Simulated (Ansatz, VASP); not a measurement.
# One calculation of BaS, two programs

```
CELL_PARAMETERS angstrom
0.00000 3.23578 3.23578
3.23578 0.00000 3.23578
3.23578 3.23578 0.00000
ATOMIC_POSITIONS crystal
Ba 0.00000 0.00000 0.00000
S 0.50000 0.50000 0.50000
```

Alike in both runs: task single point; functional PBE; k mesh 7 × 7 × 7; occupations fermi-dirac, width 0.05 eV; no spin polarisation.

```csv
,VASP,Ansatz
version,VASP 6.6.1,Ansatz 0.2.0
potentials or method,"VASP PAW PBE potentials, release 64 (Ba_sv, S)",Ansatz PAW
plane-wave cutoff (eV),520,420
valence electrons in the cell,16,16
```

|  | VASP | Ansatz | Ansatz less VASP |
| --- | --- | --- | --- |
| gap on the k mesh at the Fermi level (eV) | 2.23 | 2.32 | +0.089 |
| least direct gap on the mesh (eV) | 2.39 | 2.45 | +0.060 |
| pressure (GPa) | -0.3 | -0.8 | -0.51 |

Neither program's run includes spin-orbit coupling. Noted on Ansatz's run: odd divisions of the mesh miss points on the zone boundary, where band edges often lie, so the gap on the mesh can be too wide.
